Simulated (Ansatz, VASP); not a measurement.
## V: VASP beside Ansatz

Contents of INCAR:

```
SYSTEM = V
  PREC = Accurate
  ENCUT = 520
  EDIFF = 1E-6
  ISMEAR = -1
  SIGMA = 0.05
  LREAL = .FALSE.
  LASPH = .TRUE.
  NELM = 150
  ALGO = Normal
  ISIF = 2
  LWAVE = .FALSE.
  LCHARG = .FALSE.
  ISPIN = 2
  MAGMOM = 2
  LORBIT = 11
  LMAXMIX = 4
  GGA = PS
  IVDW = 13
  NBANDS = 16
```

The input KPOINTS:

```
Automatic mesh
0
G
  12 12 12
  0 0 0
```

File POSCAR:

```
V
1.0
   -1.5342779432      1.5342779432      1.5342779432
    1.5342779432     -1.5342779432      1.5342779432
    1.5342779432      1.5342779432     -1.5342779432
V
1
Direct
    0.0000000000      0.0000000000      0.0000000000
```

Contents of input.yaml:

```yaml
crystal:
  lattice:
    - [-1.5342779432, 1.5342779432, 1.5342779432]
    - [1.5342779432, -1.5342779432, 1.5342779432]
    - [1.5342779432, 1.5342779432, -1.5342779432]
  atoms:
    - { symbol: V, position: [0.0, 0.0, 0.0], spin: 2.0 }
hamiltonian:
  xc: pbesol
  pseudopotentials: { kind: paw }
  dispersion: d4
magnetization:
  spin_polarized: true
kpoints:
  mp_grid: { grid: [12, 12, 12] }
scf:
  occupations: { method: fermi_dirac, width: 0.05 }
output:
  forces: true
  stress: true
  eigenvalues: true
  write_density: true
  write_potential: true
  elf: true
  volumetric_format: npy
```

Alike in both runs: task single point; functional PBEsol; dispersion D4; k mesh 12 × 12 × 12; occupations fermi-dirac, width 0.05 eV; collinear spin.

|  | VASP | Ansatz |
| --- | --- | --- |
| version | VASP 6.6.1 | Ansatz 0.2.0 |
| potentials or method | VASP PAW PBE potentials, release 64 (V_sv) | Ansatz PAW |
| plane-wave cutoff (eV) | 520 | 420 |
| valence electrons in the cell | 13 | 13 |

|  | VASP | Ansatz | Ansatz less VASP |
| --- | --- | --- | --- |
| gap on the k mesh at the Fermi level (eV) | none | none | - |
| pressure (GPa) | -19.1 | -19.2 | -0.17 |
| net moment per atom (μB) | 0.00 | 0.00 | 0.000 |

VASP's potentials were made for PBE, not for PBEsol. A gap of «none» marks a metal or a gap that the smearing closes.
